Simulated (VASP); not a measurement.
Write the native input for VASP 6.6.1 that does the following.

| Quantity | Value |
| --- | --- |
| Task | single point |
| Functional | PBEsol |
| Potentials or basis | VASP PAW PBE potentials, release 64 (C) |
| Cutoff | 520 eV |
| k mesh | 16 × 16 × 10 |
| Occupations | fermi-dirac, width 0.15 eV |
| Spin | no spin polarisation |
| Dipole correction | no |
| Further INCAR settings | ALGO = Normal; EDIFF = 1e-07; NBANDS = 11 |

The structure of C lies in POSCAR:

```
C
1.0
    2.1314145848     -1.2353735077      0.0000000000
    2.1232260352      1.2211913723      0.0000000000
   -1.3790696300      0.0045968988      3.5028300800
C
2
Direct
    0.8333555300      0.8333555300      0.0000930400
    0.1666444700      0.1666444700      0.9999069600
```

One way to write it, as run:

INCAR

```
SYSTEM = C
PREC     = Accurate       ! precision mode
ENCUT    = 520            ! plane-wave cutoff, eV
EDIFF    = 1E-7           ! SCF threshold, eV
ISMEAR   = -1             ! smearing method
SIGMA    = 0.15           ! smearing width, eV
LREAL    = .False.        ! projectors in reciprocal space
LASPH    = .True.         ! aspherical terms in the spheres
NELM     = 100            ! most SCF steps
ALGO     = Normal         ! electronic algorithm
ISIF     = 2              ! what is computed and relaxed
LWAVE    = .False.        ! write WAVECAR
LCHARG   = .False.        ! write CHGCAR
GGA      = PS             ! functional
NBANDS   = 11             ! bands
```

KPOINTS

```
regular mesh
0
Gamma
  16 16 10
  0 0 0
```

Potentials or basis: VASP PAW PBE potentials, release 64 (C).

Launch:

```bash
$ cat potpaw_PBE.64/C/POTCAR > POTCAR
$ mpirun -np 1 vasp_std > vasp.out
```

Results of the run:

```
Pressure      : 1.6 GPa
Largest force : 0.087 eV/Å
```

Caveat: this functional lacks dispersion, which binds the layers, so the pressure and a relaxed spacing across them are unreliable; the PAW data sets were made with another functional, which shifts forces and pressure a little.

It took 110 s on 1 thread of AMD EPYC 9R45 (Zen 5), with other jobs on the host, peak memory 0.26 GiB.
